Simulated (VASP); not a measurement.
# AlAs (F-43m) in VASP: a series of runs

AlAs is run at these levels: PBE; tasks: single point.

Program: VASP 6.6.1. These are calculated values, not measurements. Logs are shortened: lines on timing, memory, paths and dates and some standing lists are left out, and cuts for length are marked.

## (1) The cell of the first run

The structure is cubic, space group F-43m (No. 216). The conventional cell has a = 5.848 Å, b = 5.848 Å, c = 5.848 Å, α = 90.00°, β = 90.00°, γ = 90.00°. Within 3.3 Å of Al (site symmetry -43m) lie 4 As at 2.53 Å. Within 3.3 Å of As (site symmetry -43m) lie 4 Al at 2.53 Å.

## (2) Single point, PBE (strain +3.0%)

INCAR

```
ALGO     = Normal         # electronic algorithm
EDIFF    = 1E-6           # SCF threshold, eV
ENCUT    = 500            # plane-wave cutoff, eV
GGA      = PE             # functional
GGA_COMPAT= F            
ISIF     = 2              # what is computed and relaxed
ISMEAR   = 0              # smearing method
LASPH    = T              # aspherical terms in the spheres
LCHARG   = F              # write CHGCAR
LREAL    = F              # projectors in reciprocal space
LWAVE    = F              # write WAVECAR
NBANDS   = 11             # bands
NELM     = 120            # most SCF steps
PREC     = Accurate       # precision mode
SIGMA    = 0.01           # smearing width, eV
```

KPOINTS

```
k-points
0
Gamma
  4 4 4
```

POSCAR

```
AlAs
1.0
    0.0000000000      2.9240923768      2.9240923768
    2.9240923768      0.0000000000      2.9240923768
    2.9240923768      2.9240923768      0.0000000000
Al As
1 1
Direct
    0.0000000000      0.0000000000      0.0000000000
    0.2500000000      0.2500000000      0.2500000000
```

Potentials or basis: VASP PAW PBE potentials, release 64 (Al, As).

On the command line:

```
$ cat potpaw_PBE.64/Al/POTCAR potpaw_PBE.64/As/POTCAR > POTCAR
$ mpirun -np 1 vasp_std > vasp.out
```

OUTCAR:

```text
EDIFF = 1E-6
   ENCUT = 500
   GGA = PE
   ISIF = 2
   ISMEAR = 0
   LASPH = T
   LREAL = F
   NELM = 120
   PREC = Accurate

 ion  position               nearest neighbor table
   1  0.000  0.000  0.000-   2 2.53   2 2.53   2 2.53   2 2.53
   2  0.250  0.250  0.250-   1 2.53   1 2.53   1 2.53   1 2.53

  LATTYP: Found a face centered cubic cell.
 ALAT       =     5.8481847536

  Lattice vectors:

 A1 = (   0.0000000000,   2.9240923768,   2.9240923768)
 A2 = (   2.9240923768,   0.0000000000,   2.9240923768)
 A3 = (   2.9240923768,   2.9240923768,   0.0000000000)

Analysis of symmetry for initial positions (statically):
=====================================================================
 Subroutine PRICEL returns:
 Original cell was already a primitive cell.

 Routine SETGRP: Setting up the symmetry group for a
 face centered cubic supercell.

 Subroutine GETGRP returns: Found 24 space group operations
 (whereof 24 operations were pure point group operations)
 out of a pool of 48 trial point group operations.

The static configuration has the point symmetry T_d .

Analysis of symmetry for dynamics (positions and initial velocities):
=====================================================================
 Subroutine PRICEL returns:
 Original cell was already a primitive cell.

 Routine SETGRP: Setting up the symmetry group for a
 face centered cubic supercell.

 Subroutine GETGRP returns: Found 24 space group operations
 (whereof 24 operations were pure point group operations)
 out of a pool of 48 trial point group operations.

The dynamic configuration has the point symmetry T_d .

 Subroutine INISYM returns: Found 24 space group operations
 (whereof 24 operations are pure point group operations),
 and found     1 'primitive' translations

----------------------------------------------------------------------------------------

                                     Primitive cell

  volume of cell :      50.0038

  direct lattice vectors                    reciprocal lattice vectors
     0.000000000  2.924092377  2.924092377    -0.170993230  0.170993230  0.170993230
     2.924092377  0.000000000  2.924092377     0.170993230 -0.170993230  0.170993230
     2.924092377  2.924092377  0.000000000     0.170993230  0.170993230 -0.170993230

  length of vectors
     4.135291097  4.135291097  4.135291097     0.296168962  0.296168962  0.296168962

  position of ions in fractional coordinates (direct lattice)
     0.000000000  0.000000000  0.000000000
     0.250000000  0.250000000  0.250000000
[... 68 lines left out ...]
   POTIM  = 0.5000    time-step for ionic-motion
   TEBEG  =    0.0;   TEEND  =   0.0 temperature during run
   PSTRESS=    0.0 pullay stress
   NELECT =       8.0000    total number of electrons
   NUPDOWN=      -1.0000    fix difference up-down
   EMIN   =  10.00;   EMAX   =-10.00  energy-range for DOS
   EFERMI =   0.00;   METHOD = LEGACY
   ISMEAR =     0;   SIGMA  =   0.01  broadening in eV -4-tet -1-fermi 0-gaus
   EFERMI_NEDOS =   21; number of points for ismear=-14 and -15
   IALGO  =     38    algorithm
   IMIX   =      4    mixing-type and parameters
     AMIX     =   0.40;   BMIX     =  1.00
     AMIX_MAG =   1.60;   BMIX_MAG =  1.00
  volume/ion in A,a.u.               =      25.00       168.72
  Fermi-wavevector in a.u.,A,eV,Ry     =   0.888731  1.679458 10.746467  0.789843
  Thomas-Fermi vector in A             =   2.010199
   LORBIT       =      0    0 simple, 1 ext, 2 COOP (PROOUT), +10 PAW based schemes
   GGA     = PE    functional components
   LHFCALC =     F    Hartree Fock is set to
   AEXX    =    0.0000 exact exchange contribution
   IVDW    =     0    specifies the selected vdW correction
   LEPSILON=     F    determine dielectric tensor
   LRPA    =     F    only Hartree local field effects (RPA)
 non-spin polarized calculation
 Gauss-broadening in eV      SIGMA  =   0.01
  energy-cutoff  :      500.00
  volume of cell :       50.00
 maximum number of plane-waves:      1287
   NGX = 15   NGY = 15   NGZ = 15

 number of electron       8.0000001 magnetization

 Free energy of the ion-electron system (eV)
  ---------------------------------------------------
  ext. energy  EPLUGINS =         0.00000000
  ---------------------------------------------------
  free energy    TOTEN  =        -9.24547316 eV

  energy without entropy =       -9.24547316  energy(sigma->0) =       -9.24547316

 E-fermi :   3.2387     XC(G=0):  -8.6455

 val. band max:        3.1362570090   @ k =   0.0000   0.0000   0.0000
 cond. band min:       4.4352080923   @ k =   0.0000   0.0000   0.0000
 fundamental gap:      1.2989510833
 Fermi energy:         3.2386705351

 k-point     1 :       0.0000    0.0000    0.0000
  band No.  band energies     occupation
      1      -8.2112      2.00000
      2       3.1363      2.00000
      3       3.1363      2.00000
      4       3.1363      2.00000
      5       4.4352      0.00000
      6       7.2294      0.00000
      7       7.2294      0.00000
      8       7.2294      0.00000
      9      11.4875      0.00000
     10      11.9311      0.00000
     11      11.9311      0.00000
[... 85 lines left out ...]
 k-point     8 :      -0.2500    0.5000    0.2500
  band No.  band energies     occupation
      1      -6.5108      2.00000
      2      -1.7231      2.00000
      3       0.3039      2.00000
      4       0.6107      2.00000
      5       7.4130      0.00000
      6       8.2554      0.00000
      7       8.4557      0.00000
      8       9.0617      0.00000
      9      13.0469      0.00000
     10      14.6858      0.00000
     11      15.0514      0.00000

------------------------ aborting loop because EDIFF is reached ----------------------------------------

  FORCE on cell =-STRESS in cart. coord.  units (eV):
  Direction    XX          YY          ZZ          XY          YZ          ZX
  --------------------------------------------------------------------------------------
  -------------------------------------------------------------------------------------
  Total       -1.0484294     -1.0484294     -1.0484294      0.0000000      0.0000000      0.0000000
  in kB      -33.5928232    -33.5928232    -33.5928232      0.0000000      0.0000000      0.0000000
  external PRESSURE =     -33.5928232 kB  Pullay stress =       0.0000000 kB

 VOLUME and BASIS-vectors are now :
 -----------------------------------------------------------------------------
  energy-cutoff  :      500.00
  volume of cell :       50.00
      direct lattice vectors                 reciprocal lattice vectors
     0.000000000  2.924092377  2.924092377    -0.170993230  0.170993230  0.170993230
     2.924092377  0.000000000  2.924092377     0.170993230 -0.170993230  0.170993230
     2.924092377  2.924092377  0.000000000     0.170993230  0.170993230 -0.170993230

 POSITION                                       TOTAL-FORCE (eV/Angst)
 -----------------------------------------------------------------------------------
      0.00000      0.00000      0.00000         0.000000      0.000000      0.000000
      1.46205      1.46205      1.46205        -0.000000     -0.000000     -0.000000
 -----------------------------------------------------------------------------------
    total drift:                                0.000000      0.000000      0.000000

  FREE ENERGIE OF THE ION-ELECTRON SYSTEM (eV)
  ---------------------------------------------------
  free  energy   TOTEN  =        -9.2454731631 eV

  energy  without entropy=       -9.2454731631  energy(sigma->0) =       -9.24547316
```

OSZICAR:

```text
N       E                     dE             d eps       ncg     rms          rms(c)
DAV:   1     0.126500645684E+02    0.12650E+02   -0.28168E+03   176   0.520E+02
DAV:   2    -0.844692069788E+01   -0.21097E+02   -0.20394E+02   210   0.808E+01
DAV:   3    -0.946580120208E+01   -0.10189E+01   -0.10153E+01   261   0.182E+01
DAV:   4    -0.947197192567E+01   -0.61707E-02   -0.61695E-02   197   0.159E+00
DAV:   5    -0.947206983960E+01   -0.97914E-04   -0.97910E-04   212   0.208E-01    0.302E+00
DAV:   6    -0.927216245168E+01    0.19991E+00   -0.39564E-01   191   0.221E+00    0.173E+00
DAV:   7    -0.924385546520E+01    0.28307E-01   -0.16644E-01   194   0.158E+00    0.686E-01
DAV:   8    -0.924513208467E+01   -0.12766E-02   -0.12515E-02   188   0.519E-01    0.122E-01
DAV:   9    -0.924525202425E+01   -0.11994E-03   -0.47282E-04   217   0.119E-01    0.743E-02
DAV:  10    -0.924546768620E+01   -0.21566E-03   -0.31761E-04   191   0.900E-02    0.113E-02
DAV:  11    -0.924547226758E+01   -0.45814E-05   -0.30612E-05   211   0.228E-02    0.543E-03
DAV:  12    -0.924547316307E+01   -0.89550E-06   -0.26911E-06   197   0.862E-03
   1 F= -.92454732E+01 E0= -.92454732E+01  d E =-.743249E-49
```

stdout:

```text
POSCAR found type information on POSCAR AlAs
 POSCAR found :  2 types and       2 ions
 scaLAPACK will be used
 LDA part: xc-table for (Slater+PW92), standard interpolation
 POSCAR, INCAR and KPOINTS ok, starting setup
 FFT: planning ... GRIDC
 FFT: planning ... GRID_SOFT
 FFT: planning ... GRID
 WAVECAR not read
 entering main loop
```

Run time: 3 s. Hardware: 1 thread of Intel Xeon 6975P-C (Granite Rapids), shared host; peak memory 0.16 GiB.

What came out:

| Item | Value |
| --- | --- |
| Free energy | -9.2455 eV |
| Pressure | -3.4 GPa |
| Band gap on the k mesh | 1.30 eV, direct |

Caveat: the k points lie up to 0.47 Å⁻¹ apart; the cell differs from its parent crystal (strain +3.0%). A k mesh can miss the band edges.

(Continued in part 2 of 2.)
